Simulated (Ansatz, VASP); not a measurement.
**BN: VASP beside Ansatz**

INCAR

```
SYSTEM = BN
PREC = Accurate
ENCUT = 520
EDIFF = 1E-7
ISMEAR = 0
SIGMA = 0.02
LREAL = .FALSE.
LASPH = .TRUE.
NELM = 120
ALGO = Normal
ISIF = 2
LWAVE = .FALSE.
LCHARG = .FALSE.
IBRION = 2
NSW = 60
EDIFFG = -0.002
GGA_COMPAT = .FALSE.
NELMIN = 4
```

The input KPOINTS:

```
regular mesh
0
G
  9 9 6
  0 0 0
```

POSCAR

```
BN
1.0
    2.5697538486      0.0000000000      0.0000000000
   -1.2848769243      2.2254721144      0.0000000000
    0.0000000000      0.0000000000      4.2369422297
B N
2 2
Direct
    0.3333333333      0.6666666667     -0.0001705017
    0.6666666667      0.3333333333      0.4998294983
    0.3333333333      0.6666666667      0.3741705017
    0.6666666667      0.3333333333      0.8741705017
```

Input for Ansatz:

```yaml
crystal:
  lattice:
    - [2.5697538486, 0.0, 0.0]
    - [-1.2848769243, 2.2254721144, 0.0]
    - [0.0, 0.0, 4.2369422297]
  atoms:
    - { symbol: B, position: [0.3333333333, 0.6666666667, -0.0001705017] }
    - { symbol: B, position: [0.6666666667, 0.3333333333, 0.4998294983] }
    - { symbol: "N", position: [0.3333333333, 0.6666666667, 0.3741705017] }
    - { symbol: "N", position: [0.6666666667, 0.3333333333, 0.8741705017] }
basis:
  ecutwfc: 420
kpoints:
  mp_grid: { grid: [9, 9, 6] }
hamiltonian:
  xc: lda
  pseudopotentials: { kind: paw, azcp: { folder: soft_1 } }
scf:
  occupations: { method: gaussian, width: 0.02 }
output:
  forces: true
  stress: true
  eigenvalues: true
relax:
  adjacent_minimum: "off"
  f_tol: 0.002
  max_steps: 40
```

Change from the starting cell: strained cell.

Alike in both runs: task relaxation of the atoms; functional LDA; k mesh 9 × 9 × 6; occupations gaussian, width 0.02 eV; no spin polarisation.

```csv
,VASP,Ansatz
version,VASP 6.6.1,Ansatz 0.2.0
potentials or method,"VASP PAW LDA potentials, release 64 (B, N), cutoff 520 eV","scalar-relativistic, plane waves, PAW"
valence electrons in the cell,16,16
```

|  | VASP | Ansatz | Ansatz less VASP |
| --- | --- | --- | --- |
| gap on the k mesh at the Fermi level, each at its own relaxed structure (eV) | 5.02 | 5.04 | +0.020 |

Ansatz warns that its potentials were made for another functional, while VASP's fit it. LDA's correlation is that of Perdew and Zunger in VASP and of Perdew and Wang (1992) in Ansatz. Ansatz's warnings: stress scf threshold loose.
